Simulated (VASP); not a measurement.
Write the native input for VASP 6.6.1 that does the following.

* Task: electric field gradients
* Functional: LDA
* Potentials or basis: VASP PAW LDA potentials, release 64 (Hg, Pt)
* Cutoff: 400 eV
* k mesh: 12 × 12 × 9
* Occupations: fermi-dirac, width 0.05 eV
* Spin: no spin polarisation
* Dipole correction: no
* Further INCAR settings: ALGO = Normal; EDIFF = 1e-08; NBANDS = 18

The structure of HgPt lies in POSCAR:

```
HgPt
1.0
    2.8642180253      0.0000000000      0.0000000000
    0.0000000000      2.8642180253      0.0000000000
    0.0000000000      0.0000000000      3.7773836587
Hg Pt
1 1
Direct
    0.0000000000      0.0000000000      0.0000000000
    0.5000000000      0.5000000000      0.5000000000
```

These files were run (other wordings do the same):

INCAR

```
  PREC = Accurate
  ENCUT = 400
  EDIFF = 1E-8
  ISMEAR = -1
  SIGMA = 0.05
  LREAL = F
  LASPH = T
  NELM = 120
  ALGO = Normal
  ISIF = 2
  LWAVE = F
  LCHARG = F
  LEFG = T
  NBANDS = 18
  GGA_COMPAT = F
```

KPOINTS

```
Automatic mesh
0
Gamma
  12 12 9
```

Potentials or basis: VASP PAW LDA potentials, release 64 (Hg, Pt).

Command:

```bash
$ cat potpaw_LDA.64/Hg/POTCAR potpaw_LDA.64/Pt/POTCAR > POTCAR
$ mpirun -np 1 vasp_std > vasp.out
```

Results of the run:

* Pressure: 21.8 GPa
* Band gap on the k mesh: zero (bands 11 and 12 overlap by 4.07 eV)
* Largest electric field gradient by atom: Hg -114.5; Pt +115.6 V/Å²

Caveat: the cell stands under pressure; without QUAD_EFG the Cq values of the log hold for a quadrupole moment of 1 mb, not for the nuclei; spin-orbit coupling is left out, which moves the levels of the heavy elements.

Wall time 27 s on 1 thread of AMD EPYC 9R45 96-Core Processor (Zen 5) (shared host), peak memory 0.13 GiB.
